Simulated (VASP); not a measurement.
## AlN: single point with r2SCAN

The system is AlN.

```xyz
2
Lattice="0.0000 2.0835 2.0835 2.0835 0.0000 2.0835 2.0835 2.0835 0.0000" Properties=species:S:1:pos:R:3 pbc="T T T"
Al    2.0835    2.0835    2.0835
N     0.0000    0.0000    0.0000
```

```yaml
Program: VASP 6.6.1
Task: single point
Functional: r2SCAN
Potentials_or_basis: VASP PAW PBE potentials, release 64 (Al, N)
Cutoff: 660 eV
k_mesh: 10 × 10 × 10
Occupations: gaussian, width 0.02 eV
Spin: no spin polarisation
```

| Property | Result |
| --- | --- |
| Pressure | -22.3 GPa |
| Band gap on the k mesh | 4.60 eV, indirect (least direct gap 5.22 eV) |

Levels at points of the mesh, in eV from the valence-band top:
```
           k point  band 1  band 2  band 3  band 4  band 5  band 6  band 7  band 8
(0.00, 0.00, 0.00)  -17.60    0.00    0.00    0.00    5.22   12.60   12.60   12.60
(0.50, 0.00, 0.00)  -14.71   -7.87   -0.99   -0.99    6.33   11.15   11.15   13.22
(0.50, 0.50, 0.00)  -13.86   -6.95   -2.66   -2.66    4.60    6.11   14.24   17.24
```

It took 46 s on 1 thread of AMD EPYC 9R45 96-Core Processor (Zen 5) (shared host), peak memory 0.13 GiB.

Caveat: the PAW data sets were made with another functional, which shifts forces and pressure a little. r2SCAN opens gaps a little over a GGA but as a rule still falls short of measured ones.
